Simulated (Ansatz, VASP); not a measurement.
**V: VASP beside Ansatz**

File INCAR:

```
PREC     = Accurate       # precision mode
ENCUT    = 520            # plane-wave cutoff, eV
EDIFF    = 1E-7           # SCF threshold, eV
ISMEAR   = -1             # smearing method
SIGMA    = 0.03           # smearing width, eV
LREAL    = F              # projectors in reciprocal space
LASPH    = T              # aspherical terms in the spheres
NELM     = 150            # most SCF steps
ALGO     = Normal         # electronic algorithm
ISIF     = 2              # what is computed and relaxed
LWAVE    = F              # write WAVECAR
LCHARG   = T              # write CHGCAR
ISPIN    = 2              # spin polarisation
MAGMOM   = 1.5            # initial moments
LORBIT   = 11             # projections on sites
LMAXMIX  = 4              # l up to which the mixer works
GGA      = PS             # functional
LELF     = T              # ELF
LVHAR    = T            
NBANDS   = 16             # bands
```

Contents of KPOINTS:

```
regular mesh
0
Gamma
  19 19 19
```

Contents of POSCAR:

```
V
1.0
   -1.5028453316      1.5028453316      1.5028453316
    1.5028453316     -1.5028453316      1.5028453316
    1.5028453316      1.5028453316     -1.5028453316
V
1
Direct
    0.0000000000      0.0000000000      0.0000000000
```

Input for Ansatz:

```yaml
crystal:
  lattice:
    - [-1.5028453316, 1.5028453316, 1.5028453316]
    - [1.5028453316, -1.5028453316, 1.5028453316]
    - [1.5028453316, 1.5028453316, -1.5028453316]
  atoms:
    - { symbol: V, position: [0.0, 0.0, 0.0], spin: 1.5 }
magnetization:
  spin_polarized: true
kpoints:
  mp_grid: { grid: [19, 19, 19] }
  band_path:
    path:
      - [0.0, 0.0, 0.0]
      - [0.5, -0.5, 0.5]
      - [0.0, 0.0, 0.5]
      - [0.0, 0.0, 0.0]
      - [0.25, 0.25, 0.25]
      - [0.5, -0.5, 0.5]
      - [0.25, 0.25, 0.25]
      - [0.0, 0.0, 0.5]
    npoints: 5
scf:
  occupations: { method: fermi_dirac, width: 0.03 }
hamiltonian:
  xc: pbesol
  pseudopotentials: { kind: all_electron, lapw: { basis_error: 0.001 } }
output:
  forces: true
  stress: true
  eigenvalues: true
```

Change from the starting cell: volume scaled by 0.98.

Alike in both runs: task single point; functional PBEsol; k mesh 19 × 19 × 19; occupations fermi-dirac, width 0.03 eV; collinear spin.

|  | VASP | Ansatz |
| --- | --- | --- |
| version | VASP 6.6.1 | Ansatz 0.2.0 |
| potentials or method | VASP PAW PBE potentials, release 64 (V_sv), cutoff 520 eV | all-electron LAPW, scalar-relativistic |

Ansatz gave:

| Quantity | Value |
| --- | --- |
| pressure (GPa) | -8.7 |
| net moment per atom (μB) | 0.00 |

Task: Estimate VASP's values.

Result: Pressure (GPa): -8.5; net moment per atom (μB): 0.00.

VASP's potentials were made for PBE, not for PBEsol. Ansatz ran all-electron here, and VASP with PAW potentials. Ansatz's warnings: seeded moment not kept.
